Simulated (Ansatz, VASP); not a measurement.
AlN: VASP beside Ansatz

```xyz
4
Lattice="3.1067 0.0000 0.0000 -1.5533 2.6905 0.0000 0.0000 0.0000 4.9786" Properties=species:S:1:pos:R:3 pbc="T T T"
Al    0.0000    1.7937   -0.0040
Al    1.5533    0.8968    2.4853
N     0.0000    1.7937    1.8958
N     1.5533    0.8968    4.3851
```

Alike in both runs: task single point; functional PBE; k mesh 12 × 12 × 6; occupations fermi-dirac, width 0.02 eV; no spin polarisation.

```csv
,VASP,Ansatz
version,VASP 6.6.1,Ansatz 0.2.0
potentials or method,"VASP PAW PBE potentials, release 64 (Al, N)","plane waves, PAW"
plane-wave cutoff (eV),520,420
valence electrons in the cell,16,16
```

```csv
,VASP,Ansatz,Ansatz less VASP
gap on the k mesh at the Fermi level (eV),4.24,4.23,-0.011
pressure (GPa),4.4,4.6,+0.26
"traceless stress, the component that is largest in VASP (GPa)",-0.10,-0.14,-0.043
rms of the force components (eV/Å),0.005,0.005,+0.0002
```

Atom by atom the forces differ by 0.000 eV/Å (rms over components).
